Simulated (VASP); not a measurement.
Here is a VASP 6.6.1 calculation.

File POSCAR:

```
MoS2
1.0
    1.5928580302      0.9196370125      6.4925563698
   -1.5928580302      0.9196370125      6.4925563698
    0.0000000000     -1.8392740250      6.4925563698
Mo S
1 2
Direct
    0.0001069471      0.0001069471      0.0001069471
    0.4131237400      0.4131237400      0.4131237400
    0.2537693129      0.2537693129      0.2537693129
```

INCAR.step1

```
SYSTEM = MoS2
PREC = Accurate
ENCUT = 520
ISMEAR = -1
SIGMA = 0.05
LREAL = .False.
LASPH = .True.
NELM = 150
LMAXMIX = 4
LDAU = .True.
LDAUTYPE = 2
LDAUL = 2 -1
LDAUU = 2 0
LDAUJ = 0 0
NBANDS = 20
GGA = PE
ALGO = Normal
EDIFF = 1E-4
LWAVE = .True.
LCHARG = .False.
```

Contents of INCAR.step2:

```
SYSTEM = MoS2
PREC = Accurate
ENCUT = 520
EDIFF = 1E-7
ISMEAR = -1
SIGMA = 0.05
LREAL = .False.
LASPH = .True.
NELM = 150
ALGO = Normal
ISIF = 2
LWAVE = .False.
LCHARG = .False.
LMAXMIX = 4
LDAU = .True.
LDAUTYPE = 2
LDAUL = 2 -1
LDAUU = 2 0
LDAUJ = 0 0
LDAUPRINT = 1
METAGGA = R2SCAN
LMIXTAU = .True.
NBANDS = 20
ISTART = 1
```

KPOINTS

```
Automatic mesh
0
Gamma
  10 10 10
  0 0 0
```

Potentials or basis: VASP PAW PBE potentials, release 64 (Mo_sv, S).

The run is started by

```bash
$ cat potpaw_PBE.64/Mo_sv/POTCAR potpaw_PBE.64/S/POTCAR > POTCAR
$ cp INCAR.step1 INCAR
$ mpirun -np 1 vasp_std > vasp.out
$ cp INCAR.step2 INCAR
$ mpirun -np 1 vasp_std > vasp.out
```

**Question.** Predict the pressure.

**Answer.** 1.2 GPa.

**Question.** What does it give for the band gap on the k mesh?

**Answer.** 1.27 eV (least direct gap 1.98 eV).

Forces in eV/Å, atoms in the order of the input:
```
Mo   0.000  0.000 -0.001
S    0.000  0.000  0.144
S    0.000  0.000 -0.143
```

Caveat: the PAW data sets were made with another functional, which shifts forces and pressure a little. A k mesh can miss the band edges.
